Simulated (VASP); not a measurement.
Here is a VASP 6.6.1 calculation.

The input INCAR:

```
SYSTEM = Mg8S7
  PREC = Accurate
  ENCUT = 520
  EDIFF = 1E-6
  ISMEAR = 0
  SIGMA = 0.05
  LREAL = Auto
  LASPH = .True.
  NELM = 80
  ALGO = Normal
  ISIF = 2
  LWAVE = .False.
  LCHARG = .False.
  GGA = PE
  NBANDS = 42
```

The input KPOINTS:

```
regular mesh
0
Gamma
  4 4 4
  0 0 0
```

POSCAR

```
Mg8S7
1.0
    0.0000000000      5.6972139931     -5.6972139931
   -5.6972139931      0.0000000000     -5.6972139931
   -5.6972139931      5.6972139931      0.0000000000
Mg S
8 7
Direct
    0.0207424190      0.4903672222      0.0240752761
    0.4648149961      0.4903671344      0.0240755394
   -0.0076356619      0.0076356619      0.0076356619
    0.5123645528     -0.0123645522     -0.0123645522
   -0.0499532755      0.5499531005      0.5499531005
    0.5390467172      0.4609534596      0.4609534596
    0.0207423313      0.0240753639      0.4903671344
    0.4648149961      0.0240755394      0.4903671344
    0.1595427170      0.3404574591      0.3404574591
    0.8508733402      0.9136294523      0.3846238710
    0.3962140974      0.8429117295      0.3646600782
    0.8508733402      0.3846238710      0.9136294523
    0.3962140974      0.3646600782      0.8429117295
    0.8897281208      0.8718272661      0.8718272661
    0.3666172628      0.8718273539      0.8718273539
```

Potentials or basis: VASP PAW PBE potentials, release 64 (Mg, S).

Run with:

```bash
$ cat potpaw_PBE.64/Mg/POTCAR potpaw_PBE.64/S/POTCAR > POTCAR
$ mpirun -np 1 vasp_std > vasp.out
```

What does it give for the largest force?

0.012 eV/Å.

What does it give for the pressure?

-1.9 GPa.

Estimate the band gap on the k mesh.

zero (bands 29 and 30 overlap by 0.09 eV).

Stress tensor (GPa, compression positive):
```
-0.07  0.00  0.00
 0.00 -2.77  0.35
 0.00  0.35 -2.77
```
